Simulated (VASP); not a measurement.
Here is a VASP 6.6.1 calculation.

File INCAR:

```
SYSTEM = TlGe
PREC = Accurate ; ENCUT = 520
EDIFF = 1E-6 ; ISMEAR = 0
SIGMA = 0.1 ; LREAL = .FALSE.
LASPH = .TRUE. ; NELM = 60
ALGO = Normal ; ISIF = 2
LWAVE = .FALSE. ; LCHARG = .TRUE.
GGA = PE ; LELF = .TRUE.
LVHAR = .TRUE. ; NBANDS = 35
```

The input KPOINTS:

```
regular mesh
0
G
  6 6 2
  0 0 0
```

Contents of POSCAR:

```
TlGe
1.0
    3.7342233040      0.0000000000      0.0000000000
    0.0000000000      3.7342233040      0.0000000000
    0.0000000000      0.0000000000      8.1942764881
Tl Ge
2 2
Direct
    0.0000000000      0.5000000000      0.3226622044
    0.5000000000      0.0000000000      0.6773377956
    0.0000000000      0.0000000000      0.0000000000
    0.5000000000      0.5000000000      0.0000000000
```

Potentials or basis: VASP PAW PBE potentials, release 64 (Tl_d, Ge_d).

The run is started by

```console
$ cat potpaw_PBE.64/Tl_d/POTCAR potpaw_PBE.64/Ge_d/POTCAR > POTCAR
$ mpirun -np 1 vasp_std > vasp.out
```

Problem. Predict the pressure.

Solution. 0.0 GPa.

Problem. Estimate the band gap on the k mesh.

Solution. Zero (bands 27 and 28 overlap by 2.80 eV).

Problem. Predict the largest force.

Solution. 0.033 eV/Å.

Forces in eV/Å, atoms in the order of the input:
```
Tl   0.000  0.000  0.033
Tl   0.000  0.000 -0.033
Ge   0.000  0.000  0.000
Ge   0.000  0.000  0.000
```

Caveat: the k points lie up to 0.38 Å⁻¹ apart, too coarse for converged energies and pressures of a metal; spin-orbit coupling is left out, which moves the levels of the heavy elements.
